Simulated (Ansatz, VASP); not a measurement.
**BaTiO3 in VASP and in Ansatz**

```xyz
5
Lattice="3.9998 0.0000 0.0000 0.0000 3.9998 0.0000 0.0000 0.0000 4.0180" Properties=species:S:1:pos:R:3 pbc="T T T"
Ba    0.0000    0.0000    0.0000
Ti    1.9999    1.9999    1.9367
O     1.9999    1.9999    0.0643
O     1.9999    0.0000    2.0693
O     0.0000    1.9999    2.0693
```

Alike in both runs: task electric field gradients; functional PBE; k mesh 7 × 7 × 7; occupations fermi-dirac, width 0.08 eV; no spin polarisation.

|  | VASP | Ansatz |
| --- | --- | --- |
| version | VASP 6.6.1 | Ansatz 0.2.0 |
| potentials or method | VASP PAW PBE potentials, release 64 (Ba_sv, Ti_sv, O) | PAW with Ansatz's default frozen-core files, scalar-relativistic |
| plane-wave cutoff (eV) | 520 | 420 |
| valence electrons in the cell | 40 | 40 |

Ansatz gave:

* pressure (GPa): 2.7
* traceless stress, the component that is largest in VASP (GPa): 0.99
* rms of the force components (eV/Å): 0.109
* size of Vzz on the site where it differs most (V/Å²): 17.3

What did VASP give for the same quantities?

Pressure (GPa): 4.4; traceless stress, the component that is largest in VASP (GPa): 1.05; rms of the force components (eV/Å): 0.101; size of Vzz on the site where it differs most (V/Å²): 16.2.

Atom by atom the forces differ by 0.019 eV/Å (rms over components).

Spin-orbit coupling is off throughout.
